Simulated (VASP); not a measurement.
Here is a VASP 6.6.1 calculation.

The input INCAR:

```
SYSTEM = HfO2
  ALGO = Normal
  EDIFF = 1E-7
  ENCUT = 520
  GGA = PE
  ISIF = 2
  ISMEAR = -1
  IVDW = 13
  LASPH = .TRUE.
  LCHARG = .TRUE.
  LELF = .TRUE.
  LREAL = .FALSE.
  LVHAR = .TRUE.
  LWAVE = .FALSE.
  NBANDS = 18
  NELM = 100
  PREC = Accurate
  SIGMA = 0.05
```

Contents of KPOINTS:

```
k-points
0
G
  9 9 9
  0 0 0
```

The input POSCAR:

```
HfO2
1.0
    0.0000000000      2.5229349520      2.5229349520
    2.5229349520      0.0000000000      2.5229349520
    2.5229349520      2.5229349520      0.0000000000
Hf O
1 2
Direct
    0.0000000000      0.0000000000      0.0000000000
    0.7500000000      0.7500000000      0.7500000000
    0.2500000000      0.2500000000      0.2500000000
```

Potentials or basis: VASP PAW PBE potentials, release 64 (Hf_pv, O).

Launch:

```console
$ cat potpaw_PBE.64/Hf_pv/POTCAR potpaw_PBE.64/O/POTCAR > POTCAR
$ mpirun -np 1 vasp_std > vasp.out
```

Problem. What does it give for the band gap on the k mesh?

Solution. 3.95 eV, indirect (least direct gap 4.07 eV).

Problem. Estimate the pressure.

Solution. 0.6 GPa.

Problem. Predict the dispersion energy per atom.

Solution. -0.198 eV.

Caveat: spin-orbit coupling is left out, which moves the levels of the heavy elements. A k mesh can miss the band edges.
